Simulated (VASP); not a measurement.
# KBr (Fm-3m) in VASP: settings compared

The runs below take KBr through vibrations by perturbation theory, with LDA, PBE.

Everything below comes from runs of VASP 6.6.1. Logs are shortened: lines on timing, memory, paths and dates and some standing lists are left out, and cuts for length are marked.

### 1 The cell of the first run

It takes space group Fm-3m (No. 225, cubic). Conventional cell: a = 6.600 Å, b = 6.600 Å, c = 6.600 Å, α = 90.00°, β = 90.00°, γ = 90.00°. Br (site symmetry m-3m) has 6 K at 3.30 Å within 4.3 Å. K (site symmetry m-3m) has 6 Br at 3.30 Å within 4.3 Å.

### 2 Vibrations by perturbation theory, LDA

INCAR reads:

```
PREC = Accurate
ENCUT = 520
EDIFF = 1E-8
ISMEAR = 0
SIGMA = 0.01
LREAL = F
LASPH = T
NELM = 80
ALGO = Normal
ISIF = 2
LWAVE = F
LCHARG = F
NBANDS = 15
IBRION = 8
NSW = 1
LEPSILON = T
```

KPOINTS reads:

```
regular mesh
0
Gamma
  5 5 5
```

POSCAR reads:

```
KBr
1.0
    0.0000000000      3.3000000000      3.3000000000
    3.3000000000      0.0000000000      3.3000000000
    3.3000000000      3.3000000000      0.0000000000
Br K
1 1
Direct
    0.5000000000      0.5000000000      0.5000000000
    0.0000000000      0.0000000000      0.0000000000
```

Potentials or basis: VASP PAW LDA potentials, release 64 (Br, K_sv).

On the command line:

```
$ cat potpaw_LDA.64/Br/POTCAR potpaw_LDA.64/K_sv/POTCAR > POTCAR
$ mpirun -np 1 vasp_std > vasp.out
```

OUTCAR:

```text
PREC = Accurate
   ENCUT = 520
   EDIFF = 1E-8
   ISMEAR = 0
   LREAL = F
   LASPH = T
   NELM = 80
   ISIF = 2
   IBRION = 8
   NSW = 1
   LEPSILON = T

 ion  position               nearest neighbor table
   1  0.500  0.500  0.500-   2 3.30   2 3.30   2 3.30   2 3.30   2 3.30   2 3.30
   2  0.000  0.000  0.000-   1 3.30   1 3.30   1 3.30   1 3.30   1 3.30   1 3.30

  LATTYP: Found a face centered cubic cell.
 ALAT       =     6.6000000000

  Lattice vectors:

 A1 = (   0.0000000000,   3.3000000000,   3.3000000000)
 A2 = (   3.3000000000,   0.0000000000,   3.3000000000)
 A3 = (   3.3000000000,   3.3000000000,   0.0000000000)

Analysis of symmetry for initial positions (statically):
=====================================================================
 Subroutine PRICEL returns:
 Original cell was already a primitive cell.

 Routine SETGRP: Setting up the symmetry group for a
 face centered cubic supercell.

 Subroutine GETGRP returns: Found 48 space group operations
 (whereof 48 operations were pure point group operations)
 out of a pool of 48 trial point group operations.

The static configuration has the point symmetry O_h .

Analysis of symmetry for dynamics (positions and initial velocities):
=====================================================================
 Subroutine PRICEL returns:
 Original cell was already a primitive cell.

 Routine SETGRP: Setting up the symmetry group for a
 face centered cubic supercell.

 Subroutine GETGRP returns: Found 48 space group operations
 (whereof 48 operations were pure point group operations)
 out of a pool of 48 trial point group operations.

The dynamic configuration has the point symmetry O_h .

 Subroutine INISYM returns: Found 48 space group operations
 (whereof 48 operations are pure point group operations),
 and found     1 'primitive' translations

----------------------------------------------------------------------------------------

                                     Primitive cell

  volume of cell :      71.8740

  direct lattice vectors                    reciprocal lattice vectors
     0.000000000  3.300000000  3.300000000    -0.151515152  0.151515152  0.151515152
     3.300000000  0.000000000  3.300000000     0.151515152 -0.151515152  0.151515152
     3.300000000  3.300000000  0.000000000     0.151515152  0.151515152 -0.151515152

  length of vectors
     4.666904756  4.666904756  4.666904756     0.262431941  0.262431941  0.262431941

  position of ions in fractional coordinates (direct lattice)
     0.500000000  0.500000000  0.500000000
     0.000000000  0.000000000  0.000000000

  ion indices of the primitive-cell ions
   primitive index   ion index
                 1           1
                 2           2

----------------------------------------------------------------------------------------

 KPOINTS: regular mesh

Automatic generation of k-mesh.
 Grid dimensions read from file:
 generate k-points for:    5    5    5

 Generating k-lattice:

[... 310 lines left out ...]
 ------------------------------------------------------

 Free energy of the ion-electron system (eV)
  ---------------------------------------------------
  ---------------------------------------------------
  free energy    TOTEN  =        -0.35984628 eV

  energy without entropy =       -0.35984628

------------------------ aborting loop because EDIFF is reached ----------------------------------------

--------------------------------------- Ionic step        2  -------------------------------------------

------------------------ aborting loop because EDIFF is reached ----------------------------------------

--------------------------------------- Ionic step        3  -------------------------------------------

------------------------ aborting loop because EDIFF is reached ----------------------------------------

 PIEZOELECTRIC TENSOR FIELD DIRECTION 3  (e Angst)
 -----------------------------------------------------------------------------
    -0.00001  0.00000  0.00000           (  0.00000  0.00000  0.00000)
     0.00000 -0.00001  0.00000           (  0.00000  0.00000 -0.00000)
    -0.00000 -0.00000 -0.00133           (  0.00000 -0.00000  0.00001)

 PIEZOELECTRIC TENSOR FIELD DIRECTION 3  (C/m^2)
 -----------------------------------------------------------------------------
    -0.00000  0.00000  0.00000
     0.00000 -0.00000  0.00000
    -0.00000 -0.00000 -0.00030

--------------------------------------- Ionic step        4  -------------------------------------------

------------------------ aborting loop because EDIFF is reached ----------------------------------------

[... ionic steps 5 to 6 ...]

--------------------------------------- Ionic step        7  -------------------------------------------

 Free energy of the ion-electron system (eV)
  ---------------------------------------------------
  ---------------------------------------------------
  free energy    TOTEN  =        -0.31037390 eV

  energy without entropy =       -0.31037390

------------------------ aborting loop because EDIFF is reached ----------------------------------------

 INTERNAL STRAIN TENSOR  FOR ION    2  DIRECTION 1   (eV/Angst):
 -----------------------------------------------------------------------------
    -0.01900 -0.00000  0.00000
     0.00000  0.00498  0.00000
     0.00000  0.00000  0.00498

 MACROSCOPIC STATIC DIELECTRIC TENSOR (including local field effects in DFT)
 ------------------------------------------------------
           2.630176    -0.000000     0.000000
          -0.000000     2.630176     0.000000
          -0.000000    -0.000000     2.630176
 ------------------------------------------------------

 PIEZOELECTRIC TENSOR (including local field effects)  for field in x, y, z        (e  Angst)
          XX          YY          ZZ          XY          YZ          ZX
  --------------------------------------------------------------------------------
  x     0.00000     0.00000     0.00000     0.00000     0.00000     0.00000
  y     0.00000     0.00000     0.00000     0.00000     0.00000     0.00000
  z     0.00000     0.00000     0.00000     0.00000     0.00000     0.00000

 PIEZOELECTRIC TENSOR (including local field effects)  for field in x, y, z        (C/m^2)
          XX          YY          ZZ          XY          YZ          ZX
  --------------------------------------------------------------------------------
  x     0.00000     0.00000     0.00000     0.00000     0.00000     0.00000
  y     0.00000     0.00000     0.00000     0.00000     0.00000     0.00000
  z     0.00000     0.00000     0.00000     0.00000     0.00000     0.00000

 BORN EFFECTIVE CHARGES (including local field effects) (in |e|, cummulative output)
 ---------------------------------------------------------------------------------
 ion    1
    1    -1.12616     0.00000    -0.00000
    2    -0.00000    -1.12616    -0.00000
    3     0.00000    -0.00000    -1.12616
 ion    2
    1     1.12616    -0.00000     0.00000
    2     0.00000     1.12616     0.00000
    3     0.00000     0.00000     1.12616

 INTERNAL STRAIN TENSOR FOR ION    2 for displacements in x,y,z  (eV/Angst):
          X           Y           Z          XY          YZ          ZX
  --------------------------------------------------------------------------------
  x     0.00000     0.00000     0.00000     0.00000     0.00000     0.00000
  y     0.00000     0.00000     0.00000     0.00000     0.00000     0.00000
  z     0.00000     0.00000     0.00000     0.00000     0.00000     0.00000

 SECOND DERIVATIVES (NOT SYMMETRIZED)
 ------------------------------------
               1X          1Y          1Z          2X          2Y          2Z
  1X    -0.976956    0.000000    0.000000    0.976956    0.000000    0.000000
  1Y     0.000000   -0.976956    0.000000    0.000000    0.976956    0.000000
  1Z     0.000000    0.000000   -0.976956    0.000000    0.000000    0.976956
  2X     0.980552    0.000000    0.000000   -0.980552    0.000000    0.000000
  2Y     0.000000    0.980552    0.000000    0.000000   -0.980552    0.000000
  2Z     0.000000    0.000000    0.980552    0.000000    0.000000   -0.980552

 Eigenvectors and eigenvalues of the dynamical matrix
 ----------------------------------------------------

   1 f  =    3.019534 THz    18.972293 2PiTHz  100.720819 cm-1    12.487784 meV
             X         Y         Z           dx          dy          dz
      3.300000  3.300000  3.300000     0.000000    0.000000   -0.572485
      0.000000  0.000000  0.000000     0.000000    0.000000    0.819915
[... 21 lines left out ...]
   6 f/i=    0.002603 THz     0.016356 2PiTHz    0.086833 cm-1     0.010766 meV
             X         Y         Z           dx          dy          dz
      3.300000  3.300000  3.300000     0.395354   -0.718301    0.000000
      0.000000  0.000000  0.000000     0.276046   -0.501536    0.000000

--------------------------------------------------------------------------------------------------------

 MACROSCOPIC STATIC DIELECTRIC TENSOR IONIC CONTRIBUTION
 ------------------------------------------------------
           3.262271     0.000000    -0.000000
           0.000000     3.262271     0.000000
          -0.000000     0.000000     3.262271
 ------------------------------------------------------

 ELASTIC MODULI CONTR FROM IONIC RELAXATION (kBar)
 Direction    XX          YY          ZZ          XY          YZ          ZX
 --------------------------------------------------------------------------------
 XX           0.0000      0.0000      0.0000      0.0000      0.0000      0.0000
 YY           0.0000      0.0000      0.0000      0.0000      0.0000      0.0000
 ZZ           0.0000      0.0000      0.0000      0.0000      0.0000      0.0000
 XY           0.0000      0.0000      0.0000      0.0000      0.0000      0.0000
 YZ           0.0000      0.0000      0.0000      0.0000      0.0000      0.0000
 ZX           0.0000      0.0000      0.0000      0.0000      0.0000      0.0000
 --------------------------------------------------------------------------------

 PIEZOELECTRIC TENSOR IONIC CONTR  for field in x, y, z        (C/m^2)
          XX          YY          ZZ          XY          YZ          ZX
  --------------------------------------------------------------------------------
  x     0.00000     0.00000     0.00000     0.00000     0.00000     0.00000
  y     0.00000     0.00000     0.00000     0.00000     0.00000     0.00000
  z     0.00000     0.00000     0.00000     0.00000     0.00000     0.00000
```

Wall time 4.7 min (1 thread of Intel Xeon Platinum 8488C (Sapphire Rapids), shared host); peak memory 0.23 GiB.

Results:

```
Electronic dielectric tensor (diagonal)                 : 2.63
Born charges (mean of the diagonal)                     : Br -1.13; K +1.13 e
Highest phonon frequency at Γ, LO-TO splitting left out : 101 cm⁻¹
```

Phonon frequencies in cm⁻¹ (negative: imaginary):
```tsv
q point	frequencies
(0.000, 0.000, 0.000)	0 0 0 101 101 101
```

Electronic dielectric tensor:
```
2.63 0.00 0.00
0.00 2.63 0.00
0.00 0.00 2.63
```

Born effective charge tensors (e):
atom 1, Br
```
-1.13  0.00  0.00
 0.00 -1.13  0.00
 0.00  0.00 -1.13
```
atom 2, K
```
1.13 0.00 0.00
0.00 1.13 0.00
0.00 0.00 1.13
```

Caveat: the cell stands under pressure or tension, which shifts response properties.

(Part 1 of 2 ends here.)
